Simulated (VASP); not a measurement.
# NaCl (Fm-3m) in VASP: single point with PBEsol

Aim: the single point of NaCl with PBEsol.

Everything below comes from runs of VASP 6.6.1. Logs are shortened: lines on timing, memory, paths and dates and some standing lists are left out, and cuts for length are marked.

## (1) The cell of the first run

Symmetry: Fm-3m, No. 225, cubic system. Conventional cell: a = 5.600 Å, b = 5.600 Å, c = 5.600 Å, α = 90.00°, β = 90.00°, γ = 90.00°. Within 3.7 Å of Cl (site symmetry m-3m) lie 6 Na at 2.80 Å. Within 3.7 Å of Na (site symmetry m-3m) lie 6 Cl at 2.80 Å.

## (2) Single point, PBEsol

Input file INCAR:

```
SYSTEM = NaCl
ALGO     = Normal         ! electronic algorithm
EDIFF    = 1E-6           ! SCF threshold, eV
ENCUT    = 520            ! plane-wave cutoff, eV
GGA      = PS             ! functional
ISIF     = 2              ! what is computed and relaxed
ISMEAR   = -1             ! smearing method
LASPH    = .TRUE.         ! aspherical terms in the spheres
LCHARG   = .FALSE.        ! write CHGCAR
LREAL    = Auto         
LWAVE    = .FALSE.        ! write WAVECAR
NBANDS   = 262            ! bands
NELM     = 80             ! most SCF steps
PREC     = Accurate       ! precision mode
SIGMA    = 0.05           ! smearing width, eV
```

Input file KPOINTS:

```
k-points
0
G
  1 1 1
  0 0 0
```

Input file POSCAR:

```
NaCl
1.0
   11.2000000000      0.0000000000      0.0000000000
    0.0000000000     11.2000000000      0.0000000000
    0.0000000000      0.0000000000     11.2000000000
Cl Na
32 32
Direct
    0.2500000000      0.0000000000      0.0000000000
    0.2500000000      0.0000000000      0.5000000000
    0.2500000000      0.5000000000      0.0000000000
    0.2500000000      0.5000000000      0.5000000000
    0.7500000000      0.0000000000      0.0000000000
    0.7500000000      0.0000000000      0.5000000000
    0.7500000000      0.5000000000      0.0000000000
    0.7500000000      0.5000000000      0.5000000000
    0.0000000000      0.2500000000      0.0000000000
    0.0000000000      0.2500000000      0.5000000000
    0.0000000000      0.7500000000      0.0000000000
    0.0000000000      0.7500000000      0.5000000000
    0.5000000000      0.2500000000      0.0000000000
    0.5000000000      0.2500000000      0.5000000000
    0.5000000000      0.7500000000      0.0000000000
    0.5000000000      0.7500000000      0.5000000000
    0.0000000000      0.0000000000      0.2500000000
    0.0000000000      0.0000000000      0.7500000000
    0.0000000000      0.5000000000      0.2500000000
    0.0000000000      0.5000000000      0.7500000000
    0.5000000000      0.0000000000      0.2500000000
    0.5000000000      0.0000000000      0.7500000000
    0.5000000000      0.5000000000      0.2500000000
    0.5000000000      0.5000000000      0.7500000000
    0.2500000000      0.2500000000      0.2500000000
    0.2500000000      0.2500000000      0.7500000000
    0.2500000000      0.7500000000      0.2500000000
    0.2500000000      0.7500000000      0.7500000000
    0.7500000000      0.2500000000      0.2500000000
    0.7500000000      0.2500000000      0.7500000000
    0.7500000000      0.7500000000      0.2500000000
    0.7500000000      0.7500000000      0.7500000000
    0.0000000000      0.0000000000      0.0000000000
    0.0000000000      0.0000000000      0.5000000000
    0.0000000000      0.5000000000      0.0000000000
    0.0000000000      0.5000000000      0.5000000000
    0.5000000000      0.0000000000      0.0000000000
    0.5000000000      0.0000000000      0.5000000000
    0.5000000000      0.5000000000      0.0000000000
    0.5000000000      0.5000000000      0.5000000000
    0.2500000000      0.2500000000      0.0000000000
    0.2500000000      0.2500000000      0.5000000000
    0.2500000000      0.7500000000      0.0000000000
    0.2500000000      0.7500000000      0.5000000000
    0.7500000000      0.2500000000      0.0000000000
    0.7500000000      0.2500000000      0.5000000000
    0.7500000000      0.7500000000      0.0000000000
    0.7500000000      0.7500000000      0.5000000000
    0.2500000000      0.0000000000      0.2500000000
    0.2500000000      0.0000000000      0.7500000000
    0.2500000000      0.5000000000      0.2500000000
    0.2500000000      0.5000000000      0.7500000000
    0.7500000000      0.0000000000      0.2500000000
    0.7500000000      0.0000000000      0.7500000000
    0.7500000000      0.5000000000      0.2500000000
    0.7500000000      0.5000000000      0.7500000000
    0.0000000000      0.2500000000      0.2500000000
    0.0000000000      0.2500000000      0.7500000000
    0.0000000000      0.7500000000      0.2500000000
    0.0000000000      0.7500000000      0.7500000000
    0.5000000000      0.2500000000      0.2500000000
    0.5000000000      0.2500000000      0.7500000000
    0.5000000000      0.7500000000      0.2500000000
    0.5000000000      0.7500000000      0.7500000000
```

Potentials or basis: VASP PAW PBE potentials, release 64 (Cl, Na_pv).

Started as:

```bash
> cat potpaw_PBE.64/Cl/POTCAR potpaw_PBE.64/Na_pv/POTCAR > POTCAR
> mpirun -np 1 vasp_gam > vasp.out
```

OUTCAR:

```text
SYSTEM = NaCl
   EDIFF = 1E-6
   ENCUT = 520
   GGA = PS
   ISIF = 2
   ISMEAR = -1
   LASPH = .TRUE.
   LREAL = Auto
   NELM = 80
   PREC = Accurate

 ion  position               nearest neighbor table
   1  0.250  0.000  0.000-
   2  0.250  0.000  0.500-
   3  0.250  0.500  0.000-
   4  0.250  0.500  0.500-
   5  0.750  0.000  0.000-
   6  0.750  0.000  0.500-
[... 56 lines left out ...]
  63  0.500  0.750  0.250-
  64  0.500  0.750  0.750-

  LATTYP: Found a simple cubic cell.
 ALAT       =    11.2000000000

  Lattice vectors:

 A1 = (  11.2000000000,   0.0000000000,   0.0000000000)
 A2 = (   0.0000000000,  11.2000000000,   0.0000000000)
 A3 = (   0.0000000000,   0.0000000000,  11.2000000000)

Analysis of symmetry for initial positions (statically):
=====================================================================
 Subroutine PRICEL returns following result:

  LATTYP: Found a face centered cubic cell.
 ALAT       =     5.6000000000

  Lattice vectors:

 A1 = (   2.8000000000,  -2.8000000000,   0.0000000000)
 A2 = (   2.8000000000,   0.0000000000,   2.8000000000)
 A3 = (   0.0000000000,  -2.8000000000,   2.8000000000)

  32 primitive cells build up your supercell.

 Routine SETGRP: Setting up the symmetry group for a
 simple cubic supercell.

 Subroutine GETGRP returns: Found 48 space group operations
 (whereof 48 operations were pure point group operations)
 out of a pool of 48 trial point group operations.

The static configuration has the point symmetry O_h .

Analysis of symmetry for dynamics (positions and initial velocities):
=====================================================================
 Subroutine PRICEL returns following result:

  LATTYP: Found a face centered cubic cell.
 ALAT       =     5.6000000000

  Lattice vectors:

 A1 = (   2.8000000000,  -2.8000000000,   0.0000000000)
 A2 = (   2.8000000000,   0.0000000000,   2.8000000000)
 A3 = (   0.0000000000,  -2.8000000000,   2.8000000000)

  32 primitive cells build up your supercell.

 Routine SETGRP: Setting up the symmetry group for a
 simple cubic supercell.

 Subroutine GETGRP returns: Found 48 space group operations
 (whereof 48 operations were pure point group operations)
 out of a pool of 48 trial point group operations.

The dynamic configuration has the point symmetry O_h .

 Subroutine INISYM returns: Found 48 space group operations
 (whereof 48 operations are pure point group operations),
 and found    32 'primitive' translations

----------------------------------------------------------------------------------------

                                     Primitive cell

  volume of cell :      43.9040

  direct lattice vectors                    reciprocal lattice vectors
     2.800000000 -2.800000000  0.000000000     0.178571429 -0.178571429 -0.178571429
     2.800000000  0.000000000  2.800000000     0.178571429  0.178571429  0.178571429
     0.000000000 -2.800000000  2.800000000    -0.178571429 -0.178571429  0.178571429

  length of vectors
     3.959797975  3.959797975  3.959797975     0.309294787  0.309294787  0.309294787

  position of ions in fractional coordinates (direct lattice)
     0.500000000  0.500000000  0.500000000
     0.000000000  0.000000000  0.000000000

  ion indices of the primitive-cell ions
   primitive index   ion index
                 1           1
                 2          33

----------------------------------------------------------------------------------------

 KPOINTS: k-points

Automatic generation of k-mesh.
 Grid dimensions read from file:
 generate k-points for:    1    1    1

 Generating k-lattice:

  Cartesian coordinates                     Fractional coordinates (reciprocal lattice)
     0.089285714  0.000000000  0.000000000     1.000000000  0.000000000  0.000000000
     0.000000000  0.089285714  0.000000000     0.000000000  1.000000000  0.000000000
     0.000000000  0.000000000  0.089285714     0.000000000  0.000000000  1.000000000

  Length of vectors
     0.089285714  0.089285714  0.089285714

  Shift w.r.t. Gamma in fractional coordinates (k-lattice)
     0.000000000  0.000000000  0.000000000

 Subroutine IBZKPT returns following result:
 ===========================================

 Found      1 irreducible k-points:

 Following reciprocal coordinates:
            Coordinates               Weight
  0.000000  0.000000  0.000000      1.000000
   k-points           NKPTS =      1   k-points in BZ     NKDIM =      1   number of bands    NBANDS=    262
   number of dos      NEDOS =    301   number of ions     NIONS =     64
   total plane-waves  NPLWV = 592704
   dimension x,y,z NGX =    84 NGY =   84 NGZ =   84
   dimension x,y,z NGXF=   168 NGYF=  168 NGZF=  168
   ions per type =              32  32
   NGX,Y,Z   is equivalent  to a cutoff of  12.47, 12.47, 12.47 a.u.
   NGXF,Y,Z  is equivalent  to a cutoff of  24.94, 24.94, 24.94 a.u.
 SYSTEM =  NaCl
   PREC   = accura    normal or accurate (medium, high low for compatibility)
   ISTART =      0    job   : 0-new  1-cont  2-samecut
   ICHARG =      2    charge: 1-file 2-atom 10-const
   ISPIN  =      1    spin polarized calculation?
   LNONCOLLINEAR =      F non collinear calculations
   LSORBIT =      F    spin-orbit coupling
   LASPH  =      T    aspherical Exc in radial PAW
   ENCUT  =  520.0 eV  38.22 Ry    6.18 a.u.  20.82 20.82 20.82*2*pi/ulx,y,z
   NELM   =     80;   NELMIN=  2; NELMDL= -5     # of ELM steps
   EDIFF  = 0.1E-05   stopping-criterion for ELM
   LREAL  =      T    real-space projection
   EDIFFG = 0.1E-04   stopping-criterion for IOM
   NSW    =      0    number of steps for IOM
   IBRION =     -1    ionic relax: 0-MD 1-quasi-New 2-CG
   NFREE  =      0    steps in history (QN), initial steepest desc. (CG)
   ISIF   =      2    stress and relaxation
   ISYM   =      2    0-nonsym 1-usesym 2-fastsym
   POTIM  = 0.5000    time-step for ionic-motion
   TEBEG  =    0.0;   TEEND  =   0.0 temperature during run
   PSTRESS=    0.0 pullay stress
   NELECT =     448.0000    total number of electrons
   NUPDOWN=      -1.0000    fix difference up-down
   EMIN   =  10.00;   EMAX   =-10.00  energy-range for DOS
   EFERMI =   0.00;   METHOD = LEGACY
   ISMEAR =    -1;   SIGMA  =   0.05  broadening in eV -4-tet -1-fermi 0-gaus
   EFERMI_NEDOS =   21; number of points for ismear=-14 and -15
   IALGO  =     38    algorithm
   IMIX   =      4    mixing-type and parameters
     AMIX     =   0.40;   BMIX     =  1.00
     AMIX_MAG =   1.60;   BMIX_MAG =  1.00
  volume/ion in A,a.u.               =      21.95       148.14
  Fermi-wavevector in a.u.,A,eV,Ry     =   1.118449  2.113562 17.019908  1.250928
  Thomas-Fermi vector in A             =   2.255080
   LORBIT       =      0    0 simple, 1 ext, 2 COOP (PROOUT), +10 PAW based schemes
   GGA     = PS    functional components
   LHFCALC =     F    Hartree Fock is set to
   AEXX    =    0.0000 exact exchange contribution
   IVDW    =     0    specifies the selected vdW correction
   LEPSILON=     F    determine dielectric tensor
   LRPA    =     F    only Hartree local field effects (RPA)
 non-spin polarized calculation
  energy-cutoff  :      520.00
  volume of cell :     1404.93
 maximum number of plane-waves:     18853
 NGX is ok and might be reduce to    84
   NGX = 41   NGY = 41   NGZ = 41

 number of electron     447.9999306 magnetization

 Free energy of the ion-electron system (eV)
  ---------------------------------------------------
  ext. energy  EPLUGINS =         0.00000000
  ---------------------------------------------------
  free energy    TOTEN  =      -223.84044192 eV

  energy without entropy =     -223.84044192  energy(sigma->0) =     -223.84044192

 E-fermi :   0.6509     XC(G=0):  -8.4263

 val. band max:       -0.6567277340   @ k =   0.0000   0.0000   0.0000
 cond. band min:       4.3526001995   @ k =   0.0000   0.0000   0.0000
 fundamental gap:      5.0093279335
 Fermi energy:         0.6509248155

 k-point     1 :       0.0000    0.0000    0.0000
  band No.  band energies     occupation
      1     -21.3067      2.00000
      2     -21.3067      2.00000
      3     -21.3067      2.00000
      4     -21.3067      2.00000
      5     -21.2963      2.00000
      6     -21.2963      2.00000
[... 228 lines left out ...]
    235       6.4541      0.00000
    236       6.8357      0.00000
 [bands above 236 left out]

------------------------ aborting loop because EDIFF is reached ----------------------------------------

  FORCE on cell =-STRESS in cart. coord.  units (eV):
  Direction    XX          YY          ZZ          XY          YZ          ZX
  --------------------------------------------------------------------------------------
  -------------------------------------------------------------------------------------
  Total        0.7676023      0.7676023      0.7676023      0.0000000      0.0000000     -0.0000000
  in kB        0.8753722      0.8753722      0.8753722      0.0000000      0.0000000     -0.0000000
  external PRESSURE =       0.8753722 kB  Pullay stress =       0.0000000 kB

 VOLUME and BASIS-vectors are now :
 -----------------------------------------------------------------------------
  energy-cutoff  :      520.00
  volume of cell :     1404.93
      direct lattice vectors                 reciprocal lattice vectors
    11.200000000  0.000000000  0.000000000     0.089285714  0.000000000  0.000000000
     0.000000000 11.200000000  0.000000000     0.000000000  0.089285714  0.000000000
     0.000000000  0.000000000 11.200000000     0.000000000  0.000000000  0.089285714

 POSITION                                       TOTAL-FORCE (eV/Angst)
 -----------------------------------------------------------------------------------
      2.80000      0.00000      0.00000         0.000000      0.000000     -0.000000
      2.80000      0.00000      5.60000         0.000000      0.000000      0.000000
      2.80000      5.60000      0.00000         0.000000      0.000000      0.000000
      2.80000      5.60000      5.60000         0.000000      0.000000     -0.000000
      8.40000      0.00000      0.00000         0.000000      0.000000     -0.000000
      8.40000      0.00000      5.60000         0.000000     -0.000000      0.000000
[... 56 lines left out ...]
      5.60000      8.40000      2.80000         0.000000     -0.000000     -0.000000
      5.60000      8.40000      8.40000         0.000000      0.000000      0.000000
 -----------------------------------------------------------------------------------
    total drift:                                0.000000      0.000000      0.000000

  FREE ENERGIE OF THE ION-ELECTRON SYSTEM (eV)
  ---------------------------------------------------
  free  energy   TOTEN  =      -223.8404419198 eV

  energy  without entropy=     -223.8404419198  energy(sigma->0) =     -223.84044192
```

Run time: 24 min. Hardware: 1 thread of Intel Xeon 8259CL, shared host; peak memory 1.1 GiB.

Results:

```yaml
Free_energy: -223.8404 eV
Pressure: 0.1 GPa
Band_gap_on_the_k_mesh: 5.01 eV
```

Caveat: the k points lie up to 0.56 Å⁻¹ apart; the PAW data sets were made with another functional, which shifts forces and pressure a little; an odd mesh through Γ misses points on the zone boundary, where band edges can lie.
